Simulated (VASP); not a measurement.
# SnSe in VASP: single point with PBE+D3(BJ)

Aim: the single point of SnSe with PBE+D3(BJ).

Program: VASP 6.6.1. These are calculated values, not measurements. Logs are shortened: lines on timing, memory, paths and dates and some standing lists are left out, and cuts for length are marked.

## 1. The cell of the first run

The cell holds a slab with vacuum, 4 atoms: a = 4.254 Å, b = 4.531 Å, c = 20.857 Å, α = 90.00°, β = 90.00°, γ = 90.00°.

## 2. Single point, PBE+D3(BJ)

Input file INCAR:

```
PREC = Accurate
ENCUT = 520
EDIFF = 1E-6
ISMEAR = 0
SIGMA = 0.05
LREAL = F
LASPH = T
NELM = 80
ALGO = Normal
ISIF = 2
LWAVE = F
LCHARG = T
LDIPOL = T
IDIPOL = 3
DIPOL = 0.5 0.5 0.500
GGA = PE
IVDW = 12
LELF = T
LVHAR = T
LVACPOTAV = T
NBANDS = 28
```

Input file KPOINTS:

```
regular mesh
0
Gamma
  20 19 1
```

Input file POSCAR:

```
SnSe
1.0
    4.2539221202      0.0000000000      0.0000000000
    0.0000000000      4.5314697200      0.0000000000
    0.0000000000      0.0000000000     20.8573443690
Sn Se
2 2
Direct
    0.7500000000      0.6014647507      0.4315026803
    0.2500000000      0.1014564808      0.5684973197
    0.2500000000      0.0225426955      0.4389473145
    0.7500000000      0.5225360730      0.5610485138
```

Potentials or basis: VASP PAW PBE potentials, release 64 (Sn_d, Se).

Command:

```sh
$ cat potpaw_PBE.64/Sn_d/POTCAR potpaw_PBE.64/Se/POTCAR > POTCAR
$ mpirun -np 1 vasp_std > vasp.out
```

OUTCAR:

```text
PREC = Accurate
   ENCUT = 520
   EDIFF = 1E-6
   ISMEAR = 0
   LREAL = F
   LASPH = T
   NELM = 80
   ISIF = 2
   GGA = PE
   IVDW = 12
 IVDW          = 12

 ion  position               nearest neighbor table
   1  0.750  0.601  0.432-   4 2.73   3 2.86   3 2.86
   2  0.250  0.101  0.568-   3 2.73   4 2.86   4 2.86
   3  0.250  0.023  0.439-   2 2.73   1 2.86   1 2.86
   4  0.750  0.523  0.561-   1 2.73   2 2.86   2 2.86

  LATTYP: Found a simple orthorhombic cell.
 ALAT       =     4.2539221202
 B/A-ratio  =     1.0652451060
 C/A-ratio  =     4.9030856183

  Lattice vectors:

 A1 = (   4.2539221202,   0.0000000000,   0.0000000000)
 A2 = (   0.0000000000,   4.5314697200,   0.0000000000)
 A3 = (   0.0000000000,   0.0000000000,  20.8573443690)

Analysis of symmetry for initial positions (statically):
=====================================================================
 Subroutine PRICEL returns:
 Original cell was already a primitive cell.

 Routine SETGRP: Setting up the symmetry group for a
 simple orthorhombic supercell.

 Subroutine GETGRP returns: Found  2 space group operations
 (whereof  1 operations were pure point group operations)
 out of a pool of  8 trial point group operations.

The static configuration has the point symmetry C_1 .
 The point group associated with its full space group is C_1h.

Analysis of symmetry for dynamics (positions and initial velocities):
=====================================================================
 Subroutine PRICEL returns:
 Original cell was already a primitive cell.

 Routine SETGRP: Setting up the symmetry group for a
 simple orthorhombic supercell.

 Subroutine GETGRP returns: Found  2 space group operations
 (whereof  1 operations were pure point group operations)
 out of a pool of  8 trial point group operations.

The dynamic configuration has the point symmetry C_1 .
 The point group associated with its full space group is C_1h.

 Subroutine INISYM returns: Found  2 space group operations
 (whereof  1 operations are pure point group operations),
 and found     1 'primitive' translations

----------------------------------------------------------------------------------------

                                     Primitive cell

  volume of cell :     402.0570

  direct lattice vectors                    reciprocal lattice vectors
     4.253922120  0.000000000  0.000000000     0.235077176  0.000000000  0.000000000
     0.000000000  4.531469720  0.000000000     0.000000000  0.220678954  0.000000000
     0.000000000  0.000000000 20.857344369     0.000000000  0.000000000  0.047944742

  length of vectors
     4.253922120  4.531469720 20.857344369     0.235077176  0.220678954  0.047944742

  position of ions in fractional coordinates (direct lattice)
     0.750000000  0.601464751  0.431502680
     0.250000000  0.101456481  0.568497320
     0.250000000  0.022542696  0.438947314
     0.750000000  0.522536073  0.561048514

  ion indices of the primitive-cell ions
   primitive index   ion index
                 1           1
                 2           2
                 3           3
                 4           4

----------------------------------------------------------------------------------------

 KPOINTS: regular mesh

Automatic generation of k-mesh.
 Grid dimensions read from file:
 generate k-points for:   20   19    1

 Generating k-lattice:

  Cartesian coordinates                     Fractional coordinates (reciprocal lattice)
     0.011753859  0.000000000  0.000000000     0.050000000  0.000000000  0.000000000
     0.000000000  0.011614682  0.000000000     0.000000000  0.052631579  0.000000000
     0.000000000  0.000000000  0.047944742     0.000000000  0.000000000  1.000000000

  Length of vectors
     0.011753859  0.011614682  0.047944742

  Shift w.r.t. Gamma in fractional coordinates (k-lattice)
     0.000000000  0.000000000  0.000000000

 Subroutine IBZKPT returns following result:
 ===========================================

 Found    110 irreducible k-points:

 Following reciprocal coordinates:
            Coordinates               Weight
  0.000000  0.000000  0.000000      1.000000
  0.050000  0.000000  0.000000      2.000000
  0.100000  0.000000  0.000000      2.000000
  0.150000  0.000000  0.000000      2.000000
  0.200000  0.000000  0.000000      2.000000
  0.250000  0.000000  0.000000      2.000000
[... 16 lines left out ...]
  0.000000  0.105263  0.000000      2.000000
  0.050000  0.105263  0.000000      4.000000
 [... further k-points ...]
   k-points           NKPTS =    110   k-points in BZ     NKDIM =    110   number of bands    NBANDS=     28
   number of dos      NEDOS =    301   number of ions     NIONS =      4
   total plane-waves  NPLWV = 184320
   dimension x,y,z NGX =    32 NGY =   36 NGZ =  160
   dimension x,y,z NGXF=    64 NGYF=   72 NGZF=  320
   ions per type =               2   2
   NGX,Y,Z   is equivalent  to a cutoff of  12.51, 13.21, 12.75 a.u.
   NGXF,Y,Z  is equivalent  to a cutoff of  25.01, 26.41, 25.51 a.u.
 SYSTEM =  unknown system
   PREC   = accura    normal or accurate (medium, high low for compatibility)
   ISTART =      0    job   : 0-new  1-cont  2-samecut
   ICHARG =      2    charge: 1-file 2-atom 10-const
   ISPIN  =      1    spin polarized calculation?
   LNONCOLLINEAR =      F non collinear calculations
   LSORBIT =      F    spin-orbit coupling
   LASPH  =      T    aspherical Exc in radial PAW
   ENCUT  =  520.0 eV  38.22 Ry    6.18 a.u.   7.91  8.43 38.78*2*pi/ulx,y,z
   NELM   =     80;   NELMIN=  2; NELMDL= -5     # of ELM steps
   EDIFF  = 0.1E-05   stopping-criterion for ELM
   LREAL  =      F    real-space projection
   EDIFFG = 0.1E-04   stopping-criterion for IOM
   NSW    =      0    number of steps for IOM
   IBRION =     -1    ionic relax: 0-MD 1-quasi-New 2-CG
   NFREE  =      0    steps in history (QN), initial steepest desc. (CG)
   ISIF   =      2    stress and relaxation
   ISYM   =      2    0-nonsym 1-usesym 2-fastsym
   POTIM  = 0.5000    time-step for ionic-motion
   TEBEG  =    0.0;   TEEND  =   0.0 temperature during run
   PSTRESS=    0.0 pullay stress
   NELECT =      40.0000    total number of electrons
   NUPDOWN=      -1.0000    fix difference up-down
   EMIN   =  10.00;   EMAX   =-10.00  energy-range for DOS
   EFERMI =   0.00;   METHOD = LEGACY
   ISMEAR =     0;   SIGMA  =   0.05  broadening in eV -4-tet -1-fermi 0-gaus
   EFERMI_NEDOS =   21; number of points for ismear=-14 and -15
   IALGO  =     38    algorithm
   IMIX   =      4    mixing-type and parameters
     AMIX     =   0.40;   BMIX     =  1.00
     AMIX_MAG =   1.60;   BMIX_MAG =  1.00
  volume/ion in A,a.u.               =     100.51       678.30
  Fermi-wavevector in a.u.,A,eV,Ry     =   0.758576  1.433500  7.829298  0.575437
  Thomas-Fermi vector in A             =   1.857177
   LORBIT       =      0    0 simple, 1 ext, 2 COOP (PROOUT), +10 PAW based schemes
   GGA     = PE    functional components
   LHFCALC =     F    Hartree Fock is set to
   AEXX    =    0.0000 exact exchange contribution
   IVDW    =    12    specifies the selected vdW correction
   LEPSILON=     F    determine dielectric tensor
   LRPA    =     F    only Hartree local field effects (RPA)
 non-spin polarized calculation
 Gauss-broadening in eV      SIGMA  =   0.05
  energy-cutoff  :      520.00
  volume of cell :      402.06
 maximum number of plane-waves:     10876
 NGX is ok and might be reduce to    32
   NGX = 15   NGY = 17   NGZ = 77

 dipolmoment           0.000000      0.000000      0.000000 electrons x Angstroem

 number of electron      39.9999998 magnetization

 dipolmoment           0.000000      0.000000     -0.000020 electrons x Angstroem

 Free energy of the ion-electron system (eV)
  ---------------------------------------------------
  ext. energy  EPLUGINS =         0.00000000
  ---------------------------------------------------
  free energy    TOTEN  =       -16.25519182 eV

  energy without entropy =      -16.25519182  energy(sigma->0) =      -16.25519182

 E-fermi :  -1.6373     XC(G=0):  -3.1906

 val. band max:       -1.9053260903   @ k =   0.0000   0.4211   0.0000
 cond. band min:      -0.7610455088   @ k =   0.4000   0.0000   0.0000
 fundamental gap:      1.1442805816
 Fermi energy:        -1.6372998490

 k-point     1 :       0.0000    0.0000    0.0000
  band No.  band energies     occupation
      1     -23.0697      2.00000
      2     -23.0626      2.00000
      3     -23.0619      2.00000
      4     -23.0574      2.00000
      5     -23.0468      2.00000
      6     -23.0263      2.00000
[... 20 lines left out ...]
     27       2.8147      0.00000
     28       3.3858      0.00000

 k-point     2 :       0.0500    0.0000    0.0000
  band No.  band energies     occupation
      1     -23.0694      2.00000
      2     -23.0628      2.00000
      3     -23.0616      2.00000
      4     -23.0576      2.00000
      5     -23.0466      2.00000
      6     -23.0264      2.00000
[... 20 lines left out ...]
     27       2.8521      0.00000
     28       3.4051      0.00000

 k-point     3 :       0.1000    0.0000    0.0000
  band No.  band energies     occupation
      1     -23.0686      2.00000
      2     -23.0634      2.00000
      3     -23.0608      2.00000
      4     -23.0583      2.00000
      5     -23.0459      2.00000
      6     -23.0265      2.00000
[... 20 lines left out ...]
     27       2.9171      0.00000
     28       3.1503      0.00000

 k-point     4 :       0.1500    0.0000    0.0000
  band No.  band energies     occupation
      1     -23.0676      2.00000
      2     -23.0643      2.00000
      3     -23.0597      2.00000
      4     -23.0590      2.00000
      5     -23.0449      2.00000
      6     -23.0269      2.00000
[... 578 lines left out ...]
     27       3.9757      0.00000
     28       3.9759      0.00000

 k-point    23 :       0.0000    0.1053    0.0000
  band No.  band energies     occupation
      1     -23.0693      2.00000
      2     -23.0628      2.00000
      3     -23.0617      2.00000
      4     -23.0579      2.00000
      5     -23.0456      2.00000
      6     -23.0264      2.00000
[... 20 lines left out ...]
     27       2.8738      0.00000
     28       3.1617      0.00000

 k-point    24 :       0.0500    0.1053    0.0000
  band No.  band energies     occupation
      1     -23.0690      2.00000
      2     -23.0631      2.00000
      3     -23.0614      2.00000
      4     -23.0582      2.00000
      5     -23.0454      2.00000
      6     -23.0265      2.00000
[... 20 lines left out ...]
     27       2.8883      0.00000
     28       2.9979      0.00000

 [... further k-points ...]

------------------------ aborting loop because EDIFF is reached ----------------------------------------

 Edisp (eV)   -0.94918

 E8    (eV) :    -0.4537

  FORCE on cell =-STRESS in cart. coord.  units (eV):
  Direction    XX          YY          ZZ          XY          YZ          ZX
  --------------------------------------------------------------------------------------
  -------------------------------------------------------------------------------------
  Total      -0.00895    -0.08805     0.03418     0.00000     0.00009     0.00000
  in kB      -0.03568    -0.35087     0.13619     0.00000     0.00037     0.00000
  external pressure =       -0.08 kB  Pullay stress =        0.00 kB

 VOLUME and BASIS-vectors are now :
 -----------------------------------------------------------------------------
  energy-cutoff  :      520.00
  volume of cell :      402.06
      direct lattice vectors                 reciprocal lattice vectors
     4.253922120  0.000000000  0.000000000     0.235077176  0.000000000  0.000000000
     0.000000000  4.531469720  0.000000000     0.000000000  0.220678954  0.000000000
     0.000000000  0.000000000 20.857344369     0.000000000  0.000000000  0.047944742

 POSITION                                       TOTAL-FORCE (eV/Angst)
 -----------------------------------------------------------------------------------
      3.19044      2.72552      9.00000         0.000000     -0.014487     -0.017249
      1.06348      0.45975     11.85734         0.000000     -0.014416      0.016709
      1.06348      0.10215      9.15528         0.000000      0.014449     -0.004594
      3.19044      2.36786     11.70198         0.000000      0.014454      0.005134
 -----------------------------------------------------------------------------------
    total drift:                                0.000000     -0.001451      0.000012

  FREE ENERGIE OF THE ION-ELECTRON SYSTEM (eV)
  ---------------------------------------------------
  free  energy   TOTEN  =       -17.2043684842 eV

  energy  without entropy=      -17.2043684842  energy(sigma->0) =      -17.20436848

 vacuum level on the upper side and lower side of the slab         2.595         2.595
```

Run time: 15 min. Hardware: 1 thread of Oxide Virtual Turin-like, shared host; peak memory 1.2 GiB.

What came out:

- Free energy: -17.2044 eV
- Largest force: 0.023 eV/Å
- Band gap on the k mesh: 1.14 eV (least direct gap 1.22 eV)
- Dispersion energy per atom: -0.237 eV

Forces in eV/Å, atoms in the order of the input:
```
Sn   0.000 -0.014 -0.017
Sn   0.000 -0.014  0.017
Se   0.000  0.014 -0.005
Se   0.000  0.014  0.005
```

Levels at points of the mesh, in eV from the valence-band top:
| k point | band 17 | band 18 | band 19 | band 20 | band 21 | band 22 | band 23 | band 24 |
| --- | --- | --- | --- | --- | --- | --- | --- | --- |
| (0.00, 0.00, 0.00) | -2.79 | -1.63 | -1.61 | -0.33 | 1.55 | 3.13 | 3.56 | 3.91 |
| (0.50, 0.00, 0.00) | -1.76 | -1.76 | -0.58 | -0.58 | 1.41 | 1.41 | 2.27 | 2.27 |

Caveat: spin-orbit coupling is left out, which moves the levels of the heavy elements.
